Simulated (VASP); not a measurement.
## HgTe: single point with b88 exchange, pbe correlation

The system is HgTe.

```
CELL_PARAMETERS angstrom
0.00000 3.27755 3.27755
3.27755 0.00000 3.27755
3.27755 3.27755 0.00000
ATOMIC_POSITIONS crystal
Hg 0.00000 0.00000 0.00000
Te 0.75000 0.75000 0.75000
```

```yaml
Program: VASP 6.6.1
Task: single point
Functional: b88 exchange, pbe correlation
Potentials_or_basis: VASP PAW PBE potentials, release 64 (Hg, Te)
Cutoff: 500 eV
k_mesh: 7 × 7 × 7
Occupations: fermi-dirac, width 0.05 eV
Spin: no spin polarisation
Dipole_correction: no
Further_INCAR_settings: ALGO = Normal; EDIFF = 1e-06; NBANDS = 16
```

```json
{
 "Pressure": "1.7 GPa",
 "Band gap on the k mesh": "zero (filled and empty bands touch)"
}
```

Levels at points of the mesh, in eV from the Fermi level:
```
           k point  band 5  band 6  band 7  band 8  band 9  band 10  band 11  band 12  band 13  band 14
(0.00, 0.00, 0.00)   -6.68   -6.68   -0.88   -0.04   -0.04    -0.04     4.27     4.27     4.27     6.52
```

Wall time 27 s on 1 thread of Intel(R) Xeon(R) Platinum 8259CL CPU @ 2.50GHz (Skylake/Cascade Lake), with other jobs on the host, peak memory 0.21 GiB.

Caveat: semilocal functionals underestimate gaps, so a narrow gap can read as zero; the PAW data sets were made with another functional, which shifts forces and pressure a little; spin-orbit coupling is left out, which moves the levels of the heavy elements.
